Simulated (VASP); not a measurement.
A run of VASP 6.6.1 is set up as follows.

The input INCAR:

```
SYSTEM = Sr3Pt
ALGO = Normal
EDIFF = 1E-7
EDIFFG = -0.04
ENCUT = 600
GGA = PE
IBRION = 2
ISIF = 3
ISMEAR = 0
LASPH = .TRUE.
LCHARG = .FALSE.
LREAL = .FALSE.
LWAVE = .FALSE.
NELM = 60
NSW = 90
PREC = Accurate
SIGMA = 0.1
```

File KPOINTS:

```
k-points
0
G
  6 6 6
  0 0 0
```

Contents of POSCAR:

```
Sr3Pt
1.0
   -2.3329128464      2.3329128464      5.2111819427
    2.3329128464     -2.3329128464      5.2111819427
    2.3329128464      2.3329128464     -5.2111819427
Sr Pt
3 1
Direct
    0.5000000000      0.5000000000      0.0000000000
    0.2500000000      0.7500000000      0.5000000000
    0.7500000000      0.2500000000      0.5000000000
    0.0000000000      0.0000000000      0.0000000000
```

Potentials or basis: VASP PAW PBE potentials, release 64 (Sr_sv, Pt).

Launch:

```console
$ cat potpaw_PBE.64/Sr_sv/POTCAR potpaw_PBE.64/Pt/POTCAR > POTCAR
$ mpirun -np 1 vasp_std > vasp.out
```

Q: Predict the space group after relaxing (to 0.1 Å).

A: I4/mmm (No. 139).

Q: What does it give for the band gap on the k mesh?

A: Zero (bands 20 and 21 overlap by 0.73 eV).

Q: Predict the relaxed cell.

A: a = 6.604 Å, b = 6.604 Å, c = 6.604 Å, α = 135.71°, β = 135.71°, γ = 64.43°.

The path:
| step | energy change (eV) | largest force (eV/Å) | pressure (GPa) | volume (Å³) |
| --- | --- | --- | --- | --- |
| 1 | 0.0000 | 0.0000 | 6.28 | 113.45 |
| 2 | -0.3974 | 0.0000 | 0.91 | 132.69 |
| 3 | -0.4109 | 0.0000 | -0.13 | 138.50 |

Caveat: the volume moved by over 15 % at a fixed basis, so the end points are rough; spin-orbit coupling is left out, which moves the levels of the heavy elements.
